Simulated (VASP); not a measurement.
Set up this calculation in VASP 6.6.1, as the native input.

```yaml
Task: single point
Functional: BLYP
Potentials_or_basis: VASP PAW PBE potentials, release 64 (Si)
Cutoff: 520 eV
k_mesh: 14 × 14 × 4
Occupations: fermi-dirac, width 0.1 eV
Spin: no spin polarisation
Dipole_correction: no
Further_INCAR_settings: ALGO = Normal; EDIFF = 1e-06; NBANDS = 16
```

The structure of Si lies in POSCAR:

```
Si
1.0
    2.7180563658      0.0000000000      0.0000000000
   -1.3590281829      2.3539058617      0.0000000000
    0.0000000000      0.0000000000      9.0569328967
Si
4
Direct
    0.0000000000      0.0000000000      0.0000000000
    0.0000000000      0.0000000000      0.5000000000
    0.3333333333      0.6666666667      0.2500000000
    0.6666666667      0.3333333333      0.7500000000
```

This isn't the form of Si at room conditions, which is diamond.

The input as run:

INCAR

```
SYSTEM = Si
  PREC = Accurate
  ENCUT = 520
  EDIFF = 1E-6
  ISMEAR = -1
  SIGMA = 0.1
  LREAL = .False.
  LASPH = .True.
  NELM = 60
  ALGO = Normal
  ISIF = 2
  LWAVE = .False.
  LCHARG = .False.
  GGA = B5
  ALDAX = 1.0
  AGGAX = 1.0
  AGGAC = 1.0
  ALDAC = 0.0
  NBANDS = 16
```

KPOINTS

```
Automatic mesh
0
Gamma
  14 14 4
  0 0 0
```

Potentials or basis: VASP PAW PBE potentials, release 64 (Si).

Launch:

```bash
$ cat potpaw_PBE.64/Si/POTCAR > POTCAR
$ mpirun -np 1 vasp_std > vasp.out
```

Results of the run:

```yaml
Pressure: 9.5 GPa
Band_gap_on_the_k_mesh: zero (bands 8 and 9 overlap by 11.27 eV)
```

Caveat: the cell stands under pressure; the PAW data sets were made with another functional, which shifts forces and pressure a little.

Wall time 45 s on 1 thread of Intel(R) Xeon(R) Platinum 8488C (Sapphire Rapids) (shared host), peak memory 0.19 GiB.
